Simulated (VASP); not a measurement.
# ZnO (P6_3mc) in VASP: further runs

Aim: see how the results for ZnO move with the level of theory and the settings. Levels: LDA, PBEsol, PBE. Tasks: single point.

Program: VASP 6.6.1. These are calculated values, not measurements. Logs are shortened: lines on timing, memory, paths and dates and some standing lists are left out, and cuts for length are marked.

**Experimental background.**

From “Electronic structure of alkaline earth and post-transition metal oxides”, 2009, arxiv:0908.1581, for a bulk crystal of ZnO: band gap 3.37 eV.

The results are compared with them further down.

## 1. The cell of the first run

The structure is hexagonal, space group P6_3mc (No. 186). Conventional cell: a = 3.187 Å, b = 3.187 Å, c = 5.153 Å, α = 90.00°, β = 90.00°, γ = 120.00°. Within 2.6 Å of Zn (site symmetry 3m) lie 4 O at 1.94 to 1.95 Å. O (site symmetry 3m) has 4 Zn at 1.94 to 1.95 Å within 2.6 Å.

## 2. Single point, LDA

File INCAR:

```
  ALGO = Normal
  EDIFF = 1E-7
  ENCUT = 520
  GGA = CA
  ISIF = 2
  ISMEAR = -1
  LASPH = True
  LCHARG = False
  LREAL = False
  LWAVE = False
  NBANDS = 26
  NELM = 100
  PREC = Accurate
  SIGMA = 0.02
```

File KPOINTS:

```
k-points
0
Gamma
  12 12 4
```

File POSCAR:

```
ZnO
1.0
    3.1870075823      0.0000000000      0.0000000000
   -1.5935037911      2.7600295283      0.0000000000
    0.0000000000      0.0000000000      5.1529491754
Zn O
2 2
Direct
    0.3333333333      0.6666666667      0.5003028708
    0.6666666667      0.3333333333      0.0003028708
    0.6666666667      0.3333333333      0.3787071292
    0.3333333333      0.6666666667      0.8787071292
```

Potentials or basis: VASP PAW LDA potentials, release 64 (Zn, O).

Launch:

```console
$ cat potpaw_LDA.64/Zn/POTCAR potpaw_LDA.64/O/POTCAR > POTCAR
$ mpirun -np 1 vasp_std > vasp.out
```

OUTCAR:

```text
EDIFF = 1E-7
   ENCUT = 520
   GGA = CA
   ISIF = 2
   ISMEAR = -1
   LASPH = True
   LREAL = False
   NELM = 100
   PREC = Accurate

 ion  position               nearest neighbor table
   1  0.333  0.667  0.500-   3 1.94   3 1.94   3 1.94   4 1.95
   2  0.667  0.333  0.000-   4 1.94   4 1.94   4 1.94   3 1.95
   3  0.667  0.333  0.379-   1 1.94   1 1.94   1 1.94   2 1.95
   4  0.333  0.667  0.879-   2 1.94   2 1.94   2 1.94   1 1.95

  LATTYP: Found a hexagonal cell.
 ALAT       =     3.1870075823
 C/A-ratio  =     1.6168612852

  Lattice vectors:

 A1 = (   3.1870075823,   0.0000000000,   0.0000000000)
 A2 = (  -1.5935037911,   2.7600295283,   0.0000000000)
 A3 = (   0.0000000000,   0.0000000000,   5.1529491754)

Analysis of symmetry for initial positions (statically):
=====================================================================
 Subroutine PRICEL returns:
 Original cell was already a primitive cell.

 Routine SETGRP: Setting up the symmetry group for a
 hexagonal supercell.

 Subroutine GETGRP returns: Found 12 space group operations
 (whereof  6 operations were pure point group operations)
 out of a pool of 24 trial point group operations.

The static configuration has the point symmetry C_3v.
 The point group associated with its full space group is C_6v.

Analysis of symmetry for dynamics (positions and initial velocities):
=====================================================================
 Subroutine PRICEL returns:
 Original cell was already a primitive cell.

 Routine SETGRP: Setting up the symmetry group for a
 hexagonal supercell.

 Subroutine GETGRP returns: Found 12 space group operations
 (whereof  6 operations were pure point group operations)
 out of a pool of 24 trial point group operations.

The dynamic configuration has the point symmetry C_3v.
 The point group associated with its full space group is C_6v.

 Subroutine INISYM returns: Found 12 space group operations
 (whereof  6 operations are pure point group operations),
 and found     1 'primitive' translations

----------------------------------------------------------------------------------------

                                     Primitive cell

  volume of cell :      45.3266
[... 82 lines left out ...]
   NGXF,Y,Z  is equivalent  to a cutoff of  25.04, 25.04, 25.81 a.u.
 SYSTEM =  unknown system
   PREC   = accura    normal or accurate (medium, high low for compatibility)
   ISTART =      0    job   : 0-new  1-cont  2-samecut
   ICHARG =      2    charge: 1-file 2-atom 10-const
   ISPIN  =      1    spin polarized calculation?
   LNONCOLLINEAR =      F non collinear calculations
   LSORBIT =      F    spin-orbit coupling
   LASPH  =      T    aspherical Exc in radial PAW
   ENCUT  =  520.0 eV  38.22 Ry    6.18 a.u.   5.93  5.93  9.58*2*pi/ulx,y,z
   NELM   =    100;   NELMIN=  2; NELMDL= -5     # of ELM steps
   EDIFF  = 0.1E-06   stopping-criterion for ELM
   LREAL  =      F    real-space projection
   EDIFFG = 0.1E-05   stopping-criterion for IOM
   NSW    =      0    number of steps for IOM
   IBRION =     -1    ionic relax: 0-MD 1-quasi-New 2-CG
   NFREE  =      0    steps in history (QN), initial steepest desc. (CG)
   ISIF   =      2    stress and relaxation
   ISYM   =      2    0-nonsym 1-usesym 2-fastsym
   POTIM  = 0.5000    time-step for ionic-motion
   TEBEG  =    0.0;   TEEND  =   0.0 temperature during run
   PSTRESS=    0.0 pullay stress
   NELECT =      36.0000    total number of electrons
   NUPDOWN=      -1.0000    fix difference up-down
   EMIN   =  10.00;   EMAX   =-10.00  energy-range for DOS
   EFERMI =   0.00;   METHOD = LEGACY
   ISMEAR =    -1;   SIGMA  =   0.02  broadening in eV -4-tet -1-fermi 0-gaus
   EFERMI_NEDOS =   21; number of points for ismear=-14 and -15
   IALGO  =     38    algorithm
   IMIX   =      4    mixing-type and parameters
     AMIX     =   0.40;   BMIX     =  1.00
     AMIX_MAG =   1.60;   BMIX_MAG =  1.00
  volume/ion in A,a.u.               =      11.33        76.47
  Fermi-wavevector in a.u.,A,eV,Ry     =   1.516089  2.864993 31.273353  2.298527
  Thomas-Fermi vector in A             =   2.625526
   LORBIT       =      0    0 simple, 1 ext, 2 COOP (PROOUT), +10 PAW based schemes
   GGA     = CA    functional components
   LHFCALC =     F    Hartree Fock is set to
   AEXX    =    0.0000 exact exchange contribution
   IVDW    =     0    specifies the selected vdW correction
   LEPSILON=     F    determine dielectric tensor
   LRPA    =     F    only Hartree local field effects (RPA)
 non-spin polarized calculation
  energy-cutoff  :      520.00
  volume of cell :       45.33
 maximum number of plane-waves:      1237
 NGX is ok and might be reduce to    24
   NGX = 11   NGY = 11   NGZ = 19

 number of electron      35.9999984 magnetization

 Free energy of the ion-electron system (eV)
  ---------------------------------------------------
  ext. energy  EPLUGINS =         0.00000000
  ---------------------------------------------------
  free energy    TOTEN  =       -21.15660934 eV

  energy without entropy =      -21.15660934  energy(sigma->0) =      -21.15660934

 E-fermi :   1.8127     XC(G=0): -11.7253

 val. band max:        1.3508334153   @ k =   0.0000   0.0000   0.0000
 cond. band min:       2.1600248299   @ k =   0.0000   0.0000   0.0000
 fundamental gap:      0.8091914146
 Fermi energy:         1.8126998162

 k-point     1 :       0.0000    0.0000    0.0000
  band No.  band energies     occupation
      1     -16.8733      2.00000
      2     -16.0306      2.00000
      3      -4.7739      2.00000
      4      -4.6812      2.00000
      5      -4.6812      2.00000
      6      -4.6431      2.00000
[... 685 lines left out ...]
     25      14.8974      0.00000
     26      15.4540      0.00000

 [... further k-points ...]
[... 5 lines left out ...]
  --------------------------------------------------------------------------------------
  -------------------------------------------------------------------------------------
  Total        0.3682683      0.3682683      0.3587835      0.0000000      0.0000000      0.0000000
  in kB       13.0173382     13.0173382     12.6820754      0.0000000      0.0000000      0.0000000
  external PRESSURE =      12.9055840 kB  Pullay stress =       0.0000000 kB

 VOLUME and BASIS-vectors are now :
 -----------------------------------------------------------------------------
  energy-cutoff  :      520.00
  volume of cell :       45.33
      direct lattice vectors                 reciprocal lattice vectors
     3.187007582  0.000000000  0.000000000     0.313773963  0.181157482  0.000000000
    -1.593503791  2.760029528  0.000000000     0.000000000  0.362314964  0.000000000
     0.000000000  0.000000000  5.152949175     0.000000000  0.000000000  0.194063626

 POSITION                                       TOTAL-FORCE (eV/Angst)
 -----------------------------------------------------------------------------------
     -0.00000      1.84002      2.57804         0.000000     -0.000000      0.001531
      1.59350      0.92001      0.00156         0.000000      0.000000      0.001531
      1.59350      0.92001      1.95146        -0.000000     -0.000000     -0.001531
     -0.00000      1.84002      4.52793        -0.000000      0.000000     -0.001531
 -----------------------------------------------------------------------------------
    total drift:                                0.000001      0.000001      0.000013

  FREE ENERGIE OF THE ION-ELECTRON SYSTEM (eV)
  ---------------------------------------------------
  free  energy   TOTEN  =       -21.1566093373 eV

  energy  without entropy=      -21.1566093373  energy(sigma->0) =      -21.15660934
```

OSZICAR:

```text
N       E                     dE             d eps       ncg     rms          rms(c)
DAV:   1     0.290711938817E+03    0.29071E+03   -0.18095E+04  3020   0.205E+03
DAV:   2     0.686758093498E+01   -0.28384E+03   -0.26645E+03  3058   0.414E+02
DAV:   3    -0.236379141491E+02   -0.30505E+02   -0.30095E+02  3278   0.139E+02
DAV:   4    -0.242331676889E+02   -0.59525E+00   -0.59382E+00  3270   0.196E+01
DAV:   5    -0.242361162039E+02   -0.29485E-02   -0.29483E-02  3210   0.145E+00    0.156E+01
DAV:   6    -0.210535680625E+02    0.31825E+01   -0.59617E+00  4656   0.605E+01    0.998E+00
DAV:   7    -0.212222866397E+02   -0.16872E+00   -0.27335E+00  3056   0.164E+01    0.586E+00
DAV:   8    -0.212072581401E+02    0.15028E-01   -0.55377E-01  3964   0.720E+00    0.167E+00
DAV:   9    -0.211544192849E+02    0.52839E-01   -0.10536E-01  4328   0.672E+00    0.321E-01
DAV:  10    -0.211566615171E+02   -0.22422E-02   -0.35859E-02  3024   0.132E+00    0.903E-02
DAV:  11    -0.211566110347E+02    0.50482E-04   -0.41609E-04  3642   0.311E-01    0.229E-02
DAV:  12    -0.211566098336E+02    0.12011E-05   -0.73447E-05  3638   0.274E-01    0.789E-03
DAV:  13    -0.211566106280E+02   -0.79439E-06   -0.85695E-06  4368   0.845E-02    0.976E-03
DAV:  14    -0.211566093414E+02    0.12866E-05   -0.39676E-06  3136   0.166E-02    0.177E-03
DAV:  15    -0.211566093373E+02    0.40964E-08   -0.25672E-07  2930   0.394E-03
   1 F= -.21156609E+02 E0= -.21156609E+02  d E =-.369965E-10
```

Run time: 20 s. Hardware: 1 thread of Intel Xeon 6975P-C (Granite Rapids), shared host; peak memory 0.17 GiB.

Results:

* Free energy: -21.1566 eV
* Pressure: 1.3 GPa
* Band gap on the k mesh: 0.81 eV

Levels at points of the mesh, in eV from the valence-band top:
| k point | band 16 | band 17 | band 18 | band 19 | band 20 | band 21 |
| --- | --- | --- | --- | --- | --- | --- |
| (0.00, 0.00, 0.00) | -0.10 | 0.00 | 0.00 | 0.81 | 5.30 | 8.20 |
| (0.50, 0.00, 0.00) | -2.45 | -1.41 | -0.91 | 5.89 | 6.77 | 7.45 |
| (0.00, 0.00, 0.50) | -0.43 | -0.43 | -0.43 | 3.49 | 3.49 | 10.06 |
| (0.50, 0.00, 0.50) | -1.63 | -1.50 | -1.50 | 5.64 | 5.64 | 8.58 |

## 3. Single point, PBEsol

This run uses another cell than the first one, of 11.78 Å³/atom.

File INCAR:

```
ALGO = Normal
EDIFF = 1E-6
ENCUT = 520
GGA = PS
ISIF = 2
ISMEAR = -1
LASPH = T
LCHARG = T
LELF = T
LREAL = F
LVHAR = T
LWAVE = F
NBANDS = 26
NELM = 80
PREC = Accurate
SIGMA = 0.02
```

KPOINTS is that of step 2.

File POSCAR:

```
ZnO
1.0
    3.2307071590      0.0000000000      0.0000000000
   -1.6153535795      2.7978744719      0.0000000000
    0.0000000000      0.0000000000      5.2125679680
Zn O
2 2
Direct
    0.3333333333      0.6666666667      0.4998972015
    0.6666666667      0.3333333333     -0.0001027985
    0.6666666667      0.3333333333      0.3791127985
    0.3333333333      0.6666666667      0.8791127985
```

Potentials or basis: VASP PAW PBE potentials, release 64 (Zn, O).

Launch:

```console
$ cat potpaw_PBE.64/Zn/POTCAR potpaw_PBE.64/O/POTCAR > POTCAR
$ mpirun -np 1 vasp_std > vasp.out
```

Run time: 19 s. Hardware: 1 thread of Intel Xeon 6975P-C (Granite Rapids), shared host; peak memory 0.19 GiB.

The run converged. Its results:

| Property | Result |
| --- | --- |
| Free energy | -19.4104 eV |
| Pressure | 0.7 GPa |
| Largest force | 0.005 eV/Å |
| Band gap on the k mesh | 0.69 eV |

Forces on the atoms (eV/Å):
```
Zn   0.000  0.000  0.005
Zn   0.000  0.000  0.005
O    0.000  0.000 -0.005
O    0.000  0.000 -0.005
```

Levels at points of the mesh, in eV from the valence-band top:
```
           k point  band 15  band 16  band 17  band 18  band 19  band 20  band 21  band 22
(0.00, 0.00, 0.00)    -0.81    -0.09     0.00     0.00     0.69     5.15     8.10    12.83
(0.50, 0.00, 0.00)    -2.88    -2.32    -1.33    -0.86     5.73     6.72     7.43     8.51
(0.00, 0.00, 0.50)    -0.40    -0.40    -0.40    -0.40     3.38     3.38     9.96     9.96
(0.50, 0.00, 0.50)    -1.54    -1.54    -1.41    -1.41     5.58     5.58     8.40     8.40
```

Caveat: the PAW data sets were made with another functional, which shifts forces and pressure a little.

## 4. Single point, PBE

This run uses another cell than the first one, of 12.33 Å³/atom.

File INCAR:

```
ALGO     = Normal         # electronic algorithm
EDIFF    = 1E-6           # SCF threshold, eV
ENCUT    = 520            # plane-wave cutoff, eV
GGA      = PE             # functional
ISIF     = 2              # what is computed and relaxed
ISMEAR   = -1             # smearing method
LASPH    = T              # aspherical terms in the spheres
LCHARG   = F              # write CHGCAR
LREAL    = F              # projectors in reciprocal space
LWAVE    = F              # write WAVECAR
NBANDS   = 26             # bands
NELM     = 100            # most SCF steps
PREC     = Accurate       # precision mode
SIGMA    = 0.02           # smearing width, eV
```

KPOINTS is that of step 3.

File POSCAR:

```
ZnO
1.0
    3.2795251991      0.0000000000      0.0000000000
   -1.6397625995      2.8401521347      0.0000000000
    0.0000000000      0.0000000000      5.2931629342
Zn O
2 2
Direct
    0.3333333333      0.6666666667      0.4999596417
    0.6666666667      0.3333333333     -0.0000403583
    0.6666666667      0.3333333333      0.3790503583
    0.3333333333      0.6666666667      0.8790503583
```

Launch:

```console
$ cat potpaw_PBE.64/Zn/POTCAR potpaw_PBE.64/O/POTCAR > POTCAR
$ mpirun -np 1 vasp_std > vasp.out
```

Run time: 21 s. Hardware: 1 thread of Intel Xeon 6975P-C (Granite Rapids), shared host; peak memory 0.19 GiB.

The run converged. Its results:

```yaml
Free_energy: -17.8607 eV
Pressure: 0.9 GPa
Band_gap_on_the_k_mesh: 0.73 eV
```

Levels at points of the mesh, in eV from the valence-band top:
| k point | band 14 | band 15 | band 16 | band 17 | band 18 | band 19 | band 20 | band 21 | band 22 | band 23 |
| --- | --- | --- | --- | --- | --- | --- | --- | --- | --- | --- |
| (0.00, 0.00, 0.00) | -0.75 | -0.75 | -0.08 | 0.00 | 0.00 | 0.73 | 5.09 | 8.07 | 12.73 | 12.73 |
| (0.50, 0.00, 0.00) | -3.44 | -2.72 | -2.15 | -1.23 | -0.79 | 5.62 | 6.82 | 7.52 | 8.27 | 10.40 |
| (0.00, 0.00, 0.50) | -2.23 | -0.37 | -0.37 | -0.37 | -0.37 | 3.36 | 3.36 | 9.91 | 9.91 | 13.01 |
| (0.50, 0.00, 0.50) | -3.69 | -1.43 | -1.43 | -1.32 | -1.32 | 5.64 | 5.64 | 8.23 | 8.23 | 11.15 |

(Part 1 of 2 ends here.)
